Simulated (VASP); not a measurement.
# CoSi (rocksalt type) (Fm-3m) in VASP: further runs

The runs below take CoSi (rocksalt type) through single point, with PBEsol.

Program: VASP 6.6.1. These are calculated values, not measurements. Logs are shortened: lines on timing, memory, paths and dates and some standing lists are left out, and cuts for length are marked.

### 1 The cell of the first run

It takes space group Fm-3m (No. 225, cubic). The conventional cell has a = 3.882 Å, b = 3.882 Å, c = 3.882 Å, α = 90.00°, β = 90.00°, γ = 90.00°. Co (site symmetry m-3m) has 6 Si at 1.94 Å within 2.6 Å. Si (site symmetry m-3m) has 6 Co at 1.94 Å within 2.6 Å.

### 2 Single point, PBEsol, collinear spin, ferromagnetic start

Input file INCAR:

```
PREC = Accurate
ENCUT = 520
EDIFF = 1E-6
ISMEAR = -1
SIGMA = 0.08
LREAL = F
LASPH = T
NELM = 150
ALGO = Normal
ISIF = 2
LWAVE = F
LCHARG = T
ISPIN = 2
MAGMOM = 1.7 0
LORBIT = 11
LMAXMIX = 4
GGA = PS
LELF = T
LVHAR = T
NBANDS = 18
```

Input file KPOINTS:

```
Automatic mesh
0
Gamma
  17 17 17
```

Input file POSCAR:

```
CoSi
1.0
    0.0000000000      1.9412141696      1.9412141696
    1.9412141696      0.0000000000      1.9412141696
    1.9412141696      1.9412141696      0.0000000000
Co Si
1 1
Direct
    0.0000000000      0.0000000000      0.0000000000
    0.5000000000      0.5000000000      0.5000000000
```

Potentials or basis: VASP PAW PBE potentials, release 64 (Co, Si).

The run is started by

```
$ cat potpaw_PBE.64/Co/POTCAR potpaw_PBE.64/Si/POTCAR > POTCAR
$ mpirun -np 1 vasp_std > vasp.out
```

OUTCAR:

```text
PREC = Accurate
   ENCUT = 520
   EDIFF = 1E-6
   ISMEAR = -1
   LREAL = F
   LASPH = T
   NELM = 150
   ISIF = 2
   ISPIN = 2
   LORBIT = 11
   GGA = PS

 ion  position               nearest neighbor table
   1  0.000  0.000  0.000-   2 1.94   2 1.94   2 1.94   2 1.94   2 1.94   2 1.94
   2  0.500  0.500  0.500-   1 1.94   1 1.94   1 1.94   1 1.94   1 1.94   1 1.94

  LATTYP: Found a face centered cubic cell.
 ALAT       =     3.8824283392

  Lattice vectors:

 A1 = (   0.0000000000,   1.9412141696,   1.9412141696)
 A2 = (   1.9412141696,   0.0000000000,   1.9412141696)
 A3 = (   1.9412141696,   1.9412141696,   0.0000000000)

Analysis of symmetry for initial positions (statically):
=====================================================================
 Subroutine PRICEL returns:
 Original cell was already a primitive cell.

 Routine SETGRP: Setting up the symmetry group for a
 face centered cubic supercell.

 Subroutine GETGRP returns: Found 48 space group operations
 (whereof 48 operations were pure point group operations)
 out of a pool of 48 trial point group operations.

The static configuration has the point symmetry O_h .

Analysis of symmetry for dynamics (positions and initial velocities):
=====================================================================
 Subroutine PRICEL returns:
 Original cell was already a primitive cell.

 Routine SETGRP: Setting up the symmetry group for a
 face centered cubic supercell.

 Subroutine GETGRP returns: Found 48 space group operations
 (whereof 48 operations were pure point group operations)
 out of a pool of 48 trial point group operations.

The dynamic configuration has the point symmetry O_h .

Analysis of structural, dynamic, and magnetic symmetry:
=====================================================================
 Subroutine PRICEL returns:
 Original cell was already a primitive cell.

 Routine SETGRP: Setting up the symmetry group for a
 face centered cubic supercell.

 Subroutine GETGRP returns: Found 48 space group operations
 (whereof 48 operations were pure point group operations)
 out of a pool of 48 trial point group operations.

The overall configuration has the point symmetry O_h .

 Subroutine INISYM returns: Found 48 space group operations
 (whereof 48 operations are pure point group operations),
 and found     1 'primitive' translations

----------------------------------------------------------------------------------------

                                     Primitive cell

  volume of cell :      14.6302

  direct lattice vectors                    reciprocal lattice vectors
     0.000000000  1.941214170  1.941214170    -0.257570755  0.257570755  0.257570755
     1.941214170  0.000000000  1.941214170     0.257570755 -0.257570755  0.257570755
     1.941214170  1.941214170  0.000000000     0.257570755  0.257570755 -0.257570755

  length of vectors
     2.745291406  2.745291406  2.745291406     0.446125635  0.446125635  0.446125635

  position of ions in fractional coordinates (direct lattice)
     0.000000000  0.000000000  0.000000000
     0.500000000  0.500000000  0.500000000

  ion indices of the primitive-cell ions
   primitive index   ion index
                 1           1
                 2           2

----------------------------------------------------------------------------------------

 KPOINTS: Automatic mesh

Automatic generation of k-mesh.
 Grid dimensions read from file:
 generate k-points for:   17   17   17

 Generating k-lattice:

  Cartesian coordinates                     Fractional coordinates (reciprocal lattice)
    -0.015151221  0.015151221  0.015151221     0.058823529  0.000000000  0.000000000
     0.015151221 -0.015151221  0.015151221     0.000000000  0.058823529  0.000000000
     0.015151221  0.015151221 -0.015151221     0.000000000  0.000000000  0.058823529

  Length of vectors
     0.026242684  0.026242684  0.026242684

  Shift w.r.t. Gamma in fractional coordinates (k-lattice)
     0.000000000  0.000000000  0.000000000

 Subroutine IBZKPT returns following result:
 ===========================================

 Found    165 irreducible k-points:

 Following reciprocal coordinates:
            Coordinates               Weight
  0.000000  0.000000  0.000000      1.000000
  0.058824  0.000000  0.000000      8.000000
  0.117647  0.000000  0.000000      8.000000
  0.176471  0.000000  0.000000      8.000000
  0.235294  0.000000  0.000000      8.000000
  0.294118  0.000000  0.000000      8.000000
[... 16 lines left out ...]
 -0.176471  0.058824  0.000000     24.000000
 -0.117647  0.058824  0.000000     24.000000
 [... further k-points ...]
   k-points           NKPTS =    165   k-points in BZ     NKDIM =    165   number of bands    NBANDS=     18
   number of dos      NEDOS =    301   number of ions     NIONS =      2
   total plane-waves  NPLWV =   8000
   dimension x,y,z NGX =    20 NGY =   20 NGZ =   20
   dimension x,y,z NGXF=    40 NGYF=   40 NGZF=   40
   ions per type =               1   1
   NGX,Y,Z   is equivalent  to a cutoff of  12.11, 12.11, 12.11 a.u.
   NGXF,Y,Z  is equivalent  to a cutoff of  24.22, 24.22, 24.22 a.u.
 SYSTEM =  unknown system
   PREC   = accura    normal or accurate (medium, high low for compatibility)
   ISTART =      0    job   : 0-new  1-cont  2-samecut
   ICHARG =      2    charge: 1-file 2-atom 10-const
   ISPIN  =      2    spin polarized calculation?
   LNONCOLLINEAR =      F non collinear calculations
   LSORBIT =      F    spin-orbit coupling
   LASPH  =      T    aspherical Exc in radial PAW
   ENCUT  =  520.0 eV  38.22 Ry    6.18 a.u.   5.10  5.10  5.10*2*pi/ulx,y,z
   NELM   =    150;   NELMIN=  2; NELMDL= -5     # of ELM steps
   EDIFF  = 0.1E-05   stopping-criterion for ELM
   LREAL  =      F    real-space projection
   EDIFFG = 0.1E-04   stopping-criterion for IOM
   NSW    =      0    number of steps for IOM
   IBRION =     -1    ionic relax: 0-MD 1-quasi-New 2-CG
   NFREE  =      0    steps in history (QN), initial steepest desc. (CG)
   ISIF   =      2    stress and relaxation
   ISYM   =      2    0-nonsym 1-usesym 2-fastsym
   POTIM  = 0.5000    time-step for ionic-motion
   TEBEG  =    0.0;   TEEND  =   0.0 temperature during run
   PSTRESS=    0.0 pullay stress
   NELECT =      13.0000    total number of electrons
   NUPDOWN=      -1.0000    fix difference up-down
   EMIN   =  10.00;   EMAX   =-10.00  energy-range for DOS
   EFERMI =   0.00;   METHOD = LEGACY
   ISMEAR =    -1;   SIGMA  =   0.08  broadening in eV -4-tet -1-fermi 0-gaus
   EFERMI_NEDOS =   21; number of points for ismear=-14 and -15
   IALGO  =     38    algorithm
   IMIX   =      4    mixing-type and parameters
     AMIX     =   0.40;   BMIX     =  1.00
     AMIX_MAG =   1.60;   BMIX_MAG =  1.00
  volume/ion in A,a.u.               =       7.32        49.36
  Fermi-wavevector in a.u.,A,eV,Ry     =   1.573883  2.974208 33.703104  2.477108
  Thomas-Fermi vector in A             =   2.675101
   LORBIT       =     11    0 simple, 1 ext, 2 COOP (PROOUT), +10 PAW based schemes
   GGA     = PS    functional components
   LHFCALC =     F    Hartree Fock is set to
   AEXX    =    0.0000 exact exchange contribution
   IVDW    =     0    specifies the selected vdW correction
   LEPSILON=     F    determine dielectric tensor
   LRPA    =     F    only Hartree local field effects (RPA)
 spin polarized calculation
  energy-cutoff  :      520.00
  volume of cell :       14.63
 maximum number of plane-waves:       411
   NGX = 11   NGY = 11   NGZ = 11

 number of electron      12.9999993 magnetization      -0.0002082

 number of electron      12.9999993 magnetization       0.0001913

 Free energy of the ion-electron system (eV)
  ---------------------------------------------------
  ext. energy  EPLUGINS =         0.00000000
  ---------------------------------------------------
  free energy    TOTEN  =        -7.99348092 eV

  energy without entropy =       -7.97899550  energy(sigma->0) =       -7.98623821

 E-fermi :  19.8408     XC(G=0): -15.0389

 val. band max:       19.8090899997   @ k =  -0.2353   0.4118   0.1765
 cond. band min:      19.8412152749   @ k =  -0.4118   0.4706   0.1176
 fundamental gap:      0.0321252753
 Fermi energy:        19.8408210249

 spin component 1

 k-point     1 :       0.0000    0.0000    0.0000
  band No.  band energies     occupation
      1       2.3390      1.00000
      2      14.7711      1.00000
      3      14.7711      1.00000
      4      14.7711      1.00000
      5      15.3031      1.00000
      6      15.3031      1.00000
[... 10 lines left out ...]
     17      43.4856      0.00000
     18      43.4856      0.00000
[... 463 lines left out ...]
 k-point    24 :      -0.1176    0.0588    0.0000
  band No.  band energies     occupation
      1       3.0197      1.00000
      2      14.2077      1.00000
      3      14.7314      1.00000
      4      14.8703      1.00000
      5      15.1574      1.00000
      6      15.5096      1.00000
[... 10 lines left out ...]
     17      46.1569      0.00000
     18      48.3194      0.00000

 [... further k-points ...]

 spin component 2

 k-point     1 :       0.0000    0.0000    0.0000
  band No.  band energies     occupation
      1       2.3391      1.00000
      2      14.7710      1.00000
      3      14.7710      1.00000
      4      14.7710      1.00000
      5      15.3029      1.00000
      6      15.3029      1.00000
[... 10 lines left out ...]
     17      43.4856      0.00000
     18      43.4856      0.00000
[... 463 lines left out ...]
 k-point    24 :      -0.1176    0.0588    0.0000
  band No.  band energies     occupation
      1       3.0198      1.00000
      2      14.2077      1.00000
      3      14.7313      1.00000
      4      14.8702      1.00000
      5      15.1573      1.00000
      6      15.5095      1.00000
[... 10 lines left out ...]
     17      46.1570      0.00000
     18      48.3195      0.00000

 [... further k-points ...]
[... 5 lines left out ...]
  --------------------------------------------------------------------------------------
  -------------------------------------------------------------------------------------
  Total       25.3351235     25.3351235     25.3351235     -0.0000000      0.0000000      0.0000000
  in kB     2774.4905793   2774.4905793   2774.4905793     -0.0000000      0.0000000      0.0000000
  external PRESSURE =    2774.4905793 kB  Pullay stress =       0.0000000 kB

 VOLUME and BASIS-vectors are now :
 -----------------------------------------------------------------------------
  energy-cutoff  :      520.00
  volume of cell :       14.63
      direct lattice vectors                 reciprocal lattice vectors
     0.000000000  1.941214170  1.941214170    -0.257570755  0.257570755  0.257570755
     1.941214170  0.000000000  1.941214170     0.257570755 -0.257570755  0.257570755
     1.941214170  1.941214170  0.000000000     0.257570755  0.257570755 -0.257570755

 POSITION                                       TOTAL-FORCE (eV/Angst)
 -----------------------------------------------------------------------------------
      0.00000      0.00000      0.00000         0.000000      0.000000      0.000000
      1.94121      1.94121      1.94121        -0.000000     -0.000000     -0.000000
 -----------------------------------------------------------------------------------
    total drift:                                0.000000     -0.000000     -0.000000

  FREE ENERGIE OF THE ION-ELECTRON SYSTEM (eV)
  ---------------------------------------------------
  free  energy   TOTEN  =        -7.9934809199 eV

  energy  without entropy=       -7.9789954979  energy(sigma->0) =       -7.98623821

 total charge

# of ion       s       p       d       tot
------------------------------------------
    1        0.799   0.999   8.447  10.244
    2        0.877   1.280   0.000   2.157
--------------------------------------------------
tot          1.676   2.279   8.447  12.401

 magnetization (x)

# of ion       s       p       d       tot
------------------------------------------
    1       -0.000   0.000  -0.000  -0.000
    2        0.000   0.000   0.000   0.000
--------------------------------------------------
tot         -0.000   0.000  -0.000  -0.000
```

Wall time 35 s (1 thread of Intel Xeon 6975P-C (Granite Rapids), shared host); peak memory 0.18 GiB.

What came out:

```
Free energy                                           : -7.9935 eV
Pressure                                              : 277.4 GPa
Net moment                                            : 0.00 μB per cell
Valence electrons inside the program's atomic spheres : Co 10.24; Si 2.16
```

Caveat: the starting moments collapsed, and a magnetic state may lie lower; the PAW data sets were made with another functional, which shifts forces and pressure a little.

### 3 Single point, PBEsol, collinear spin, ferromagnetic start

Input file INCAR:

```
SYSTEM = CoSi
PREC = Accurate
ENCUT = 520
EDIFF = 1E-6
ISMEAR = -1
SIGMA = 0.08
LREAL = .FALSE.
LASPH = .TRUE.
NELM = 150
ALGO = Normal
ISIF = 2
LWAVE = .FALSE.
LCHARG = .FALSE.
ISPIN = 2
MAGMOM = 1.7 0
LORBIT = 11
LMAXMIX = 4
GGA = PS
NBANDS = 18
```

Input file KPOINTS:

```
Automatic mesh
0
G
  17 17 17
  0 0 0
```

POSCAR is that of step 2.

Potentials or basis: VASP PAW PBE potentials, release 64 (Co, Si).

The run is started by

```
$ cat potpaw_PBE.64/Co/POTCAR potpaw_PBE.64/Si/POTCAR > POTCAR
$ mpirun -np 1 vasp_std > vasp.out
```

OUTCAR:

```text
SYSTEM = CoSi
   PREC = Accurate
   ENCUT = 520
   EDIFF = 1E-6
   ISMEAR = -1
   LREAL = .FALSE.
   LASPH = .TRUE.
   NELM = 150
   ISIF = 2
   ISPIN = 2
   LORBIT = 11
   GGA = PS

 ion  position               nearest neighbor table
   1  0.000  0.000  0.000-   2 1.94   2 1.94   2 1.94   2 1.94   2 1.94   2 1.94
   2  0.500  0.500  0.500-   1 1.94   1 1.94   1 1.94   1 1.94   1 1.94   1 1.94

  LATTYP: Found a face centered cubic cell.
 ALAT       =     3.8824283392

  Lattice vectors:

 A1 = (   0.0000000000,   1.9412141696,   1.9412141696)
 A2 = (   1.9412141696,   0.0000000000,   1.9412141696)
 A3 = (   1.9412141696,   1.9412141696,   0.0000000000)
[... 1222 lines left out ...]

 VOLUME and BASIS-vectors are now :
 -----------------------------------------------------------------------------
  energy-cutoff  :      520.00
  volume of cell :       14.63
      direct lattice vectors                 reciprocal lattice vectors
     0.000000000  1.941214170  1.941214170    -0.257570755  0.257570755  0.257570755
     1.941214170  0.000000000  1.941214170     0.257570755 -0.257570755  0.257570755
     1.941214170  1.941214170  0.000000000     0.257570755  0.257570755 -0.257570755

 POSITION                                       TOTAL-FORCE (eV/Angst)
 -----------------------------------------------------------------------------------
      0.00000      0.00000      0.00000         0.000000      0.000000      0.000000
      1.94121      1.94121      1.94121        -0.000000     -0.000000     -0.000000
 -----------------------------------------------------------------------------------
    total drift:                                0.000000     -0.000000     -0.000000

  FREE ENERGIE OF THE ION-ELECTRON SYSTEM (eV)
  ---------------------------------------------------
  free  energy   TOTEN  =        -7.9934809199 eV

  energy  without entropy=       -7.9789954979  energy(sigma->0) =       -7.98623821

 total charge

# of ion       s       p       d       tot
------------------------------------------
    1        0.799   0.999   8.447  10.244
    2        0.877   1.280   0.000   2.157
--------------------------------------------------
tot          1.676   2.279   8.447  12.401

 magnetization (x)

# of ion       s       p       d       tot
------------------------------------------
    1       -0.000   0.000  -0.000  -0.000
    2        0.000   0.000   0.000   0.000
--------------------------------------------------
tot         -0.000   0.000  -0.000  -0.000
```

stdout:

```text
POSCAR found type information on POSCAR CoSi
 POSCAR found :  2 types and       2 ions
 scaLAPACK will be used
 -----------------------------------------------------------------------------
|                                                                             |
|                                                                             |
|     You enforced a specific xc type in the INCAR file but a different       |
|     I HOPE YOU KNOW WHAT YOU ARE DOING!                                     |
|                                                                             |
 -----------------------------------------------------------------------------

 LDA part: xc-table for (Slater+PW92), standard interpolation
 POSCAR, INCAR and KPOINTS ok, starting setup
 FFT: planning ... GRIDC
 FFT: planning ... GRID_SOFT
 FFT: planning ... GRID
 WAVECAR not read
 entering main loop
```

It took 33 s on 1 thread of Intel Xeon 6975P-C (Granite Rapids), shared host; peak memory 0.18 GiB.

Results:

```
Free energy                                           : -7.9935 eV
Pressure                                              : 277.4 GPa
Net moment                                            : 0.00 μB per cell
Valence electrons inside the program's atomic spheres : Co 10.24; Si 2.16
```

Caveat: the starting moments collapsed, and a magnetic state may lie lower; the PAW data sets were made with another functional, which shifts forces and pressure a little.

### 4 Single point, PBEsol, collinear spin, ferromagnetic start

This run uses another cell than the first one, of 12.25 Å³/atom, 1.674 times its volume.

Input file INCAR:

```
SYSTEM = CoSi
PREC = Accurate ; ENCUT = 520
EDIFF = 1E-7 ; ISMEAR = -1
SIGMA = 0.08 ; LREAL = .FALSE.
LASPH = .TRUE. ; NELM = 150
ALGO = Normal ; ISIF = 2
LWAVE = .FALSE. ; LCHARG = .FALSE.
ISPIN = 2 ; MAGMOM = 1.7 0
LORBIT = 11 ; LMAXMIX = 4
GGA = PS ; NBANDS = 18
```

Input file KPOINTS:

```
regular mesh
0
G
  15 15 15
  0 0 0
```

Input file POSCAR:

```
CoSi
1.0
    0.0000000000      2.3049667714      2.3049667714
    2.3049667714      0.0000000000      2.3049667714
    2.3049667714      2.3049667714      0.0000000000
Co Si
1 1
Direct
    0.0000000000      0.0000000000      0.0000000000
    0.5000000000      0.5000000000      0.5000000000
```

The run is started by

```
$ cat potpaw_PBE.64/Co/POTCAR potpaw_PBE.64/Si/POTCAR > POTCAR
$ mpirun -np 1 vasp_std > vasp.out
```

Run time: 34 s. Hardware: 1 thread of Intel Xeon 6975P-C (Granite Rapids), shared host; peak memory 0.2 GiB.

The run converged. Its results:

| Property | Result |
| --- | --- |
| Free energy | -13.4493 eV |
| Pressure | 0.2 GPa |
| Net moment | 0.00 μB per cell |
| Valence electrons inside the program's atomic spheres | Co 8.57; Si 1.65 |

Levels at points of the mesh, in eV from the Fermi level:
Spin up:
| k point | band 2 | band 3 | band 4 | band 5 | band 6 | band 7 | band 8 | band 9 | band 10 | band 11 |
| --- | --- | --- | --- | --- | --- | --- | --- | --- | --- | --- |
| (0.00, 0.00, 0.00) | -2.02 | -2.02 | -2.02 | -1.95 | -1.95 | 4.57 | 4.57 | 4.57 | 10.91 | 10.91 |
Spin down:
```csv
k point,band 4,band 5,band 6,band 7,band 8,band 9
"(0.00, 0.00, 0.00)",-2.02,-1.95,-1.95,4.57,4.57,4.57
```

Caveat: the starting moments collapsed, and a magnetic state may lie lower; the PAW data sets were made with another functional, which shifts forces and pressure a little.
